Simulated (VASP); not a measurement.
Input of a VASP 6.6.1 run:

File INCAR:

```
PREC     = Accurate       # precision mode
ENCUT    = 500            # plane-wave cutoff, eV
EDIFF    = 1E-6           # SCF threshold, eV
ISMEAR   = 0              # smearing method
SIGMA    = 0.05           # smearing width, eV
LREAL    = False          # projectors in reciprocal space
LASPH    = True           # aspherical terms in the spheres
NELM     = 120            # most SCF steps
ALGO     = Normal         # electronic algorithm
ISIF     = 2              # what is computed and relaxed
LWAVE    = False          # write WAVECAR
LCHARG   = False          # write CHGCAR
GGA      = PS             # functional
NBANDS   = 15             # bands
GGA_COMPAT= False
```

The input KPOINTS:

```
Automatic mesh
0
Gamma
  8 8 8
```

File POSCAR:

```
KBr
1.0
    0.0000000000      3.2750162544      3.2750162544
    3.2750162544      0.0000000000      3.2750162544
    3.2750162544      3.2750162544      0.0000000000
K Br
1 1
Direct
    0.0000000000      0.0000000000      0.0000000000
    0.5000000000      0.5000000000      0.5000000000
```

Potentials or basis: VASP PAW PBE potentials, release 64 (K_sv, Br).

Command:

```console
$ cat potpaw_PBE.64/K_sv/POTCAR potpaw_PBE.64/Br/POTCAR > POTCAR
$ mpirun -np 1 vasp_std > vasp.out
```

Question: Estimate the band gap on the k mesh.

Answer: 4.33 eV.

Question: What does it give for the pressure?

Answer: 0.1 GPa.

Caveat: the PAW data sets were made with another functional, which shifts forces and pressure a little. A k mesh can miss the band edges.
